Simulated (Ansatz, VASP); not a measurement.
**SnSe2: VASP beside Ansatz**

```xyz
3
Lattice="3.8433 0.0000 0.0000 -1.9216 3.3284 0.0000 0.0000 0.0000 6.5198" Properties=species:S:1:pos:R:3 pbc="T T T"
Sn    0.0000    0.0000    0.0000
Se    0.0000    2.2189    1.5722
Se    1.9216    1.1095    4.9476
```

Alike in both runs: functional r2SCAN; k mesh 6 × 6 × 4; no spin polarisation.

Ansatz relaxed the structure, and its values are those at the end. VASP's run is a single point on that final structure, the one shown.

|  | VASP | Ansatz |
| --- | --- | --- |
| version | VASP 6.6.1 | Ansatz 0.2.0 |
| potentials or method | VASP PAW PBE potentials, release 64 (Sn_d, Se), cutoff 520 eV | plane waves, PAW |
| occupations | gaussian, width 0.01 eV | fixed |
| valence electrons in the cell | 26 | 46 |

```csv
,VASP,Ansatz,Ansatz less VASP
pressure (GPa),0.1,0.0,-0.05
rms of the force components (eV/Å),0.006,0.000,-0.0059
```

VASP's potentials were made for PBE, not for r2SCAN. VASP's potentials hold 26 valence electrons a cell and Ansatz's 46, so a difference there can come from the potentials and not from the codes.
